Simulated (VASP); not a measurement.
Zr3O: single point with PBEsol

The system is Zr3O.

```
CELL_PARAMETERS angstrom
5.52500 0.00000 0.00000
-2.76250 4.78479 0.00000
0.00000 0.00000 5.26698
ATOMIC_POSITIONS crystal
Zr 0.35290 0.00000 0.00000
Zr 0.35290 0.35290 0.50000
Zr 0.00000 0.35290 0.00000
Zr 0.64710 0.00000 0.50000
Zr 0.64710 0.64710 0.00000
Zr 0.00000 0.64710 0.50000
O 0.33333 0.66667 0.25000
O 0.66667 0.33333 0.75000
```

This cell differs from its parent crystal: atoms shifted along a free coordinate, c/a of the conventional cell at fixed volume 0.9533.

```json
{"Program": "VASP 6.6.1", "Task": "single point", "Functional": "PBEsol", "Potentials or basis": "VASP PAW PBE potentials, release 64 (Zr_sv, O)", "Cutoff": "520 eV", "k mesh": "9 × 9 × 8", "Occupations": "gaussian, width 0.15 eV", "Spin": "no spin polarisation", "Dipole correction": "no", "Further INCAR settings": "ALGO = Normal; EDIFF = 1e-06; NBANDS = 52"}
```

```
Pressure               : 2.8 GPa
Largest force          : 0.961 eV/Å
Band gap on the k mesh : zero (bands 42 and 43 overlap by 0.46 eV)
```

Forces on the atoms (eV/Å):
```
Zr  -0.961  0.000  0.000
Zr  -0.481 -0.832  0.000
Zr   0.481 -0.832  0.000
Zr   0.961  0.000  0.000
Zr   0.481  0.832  0.000
Zr  -0.481  0.832  0.000
O    0.000  0.000  0.000
O    0.000  0.000  0.000
```

Stress tensor (GPa, compression positive):
```
 4.25  0.00  0.00
 0.00  4.25  0.00
 0.00  0.00 -0.24
```

Levels at points of the mesh, in eV from the Fermi level:
```
           k point  band 40  band 41  band 42  band 43  band 44  band 45
(0.00, 0.00, 0.00)    -0.95     0.14     0.30     0.72     0.72     0.82
(0.00, 0.00, 0.50)    -0.30    -0.12    -0.12    -0.03    -0.03     0.13
```

It took 4.1 min on 1 thread of AMD EPYC 9R45 96-Core Processor (Zen 5), with other jobs on the host, peak memory 0.43 GiB.

Caveat: the PAW data sets were made with another functional, which shifts forces and pressure a little.
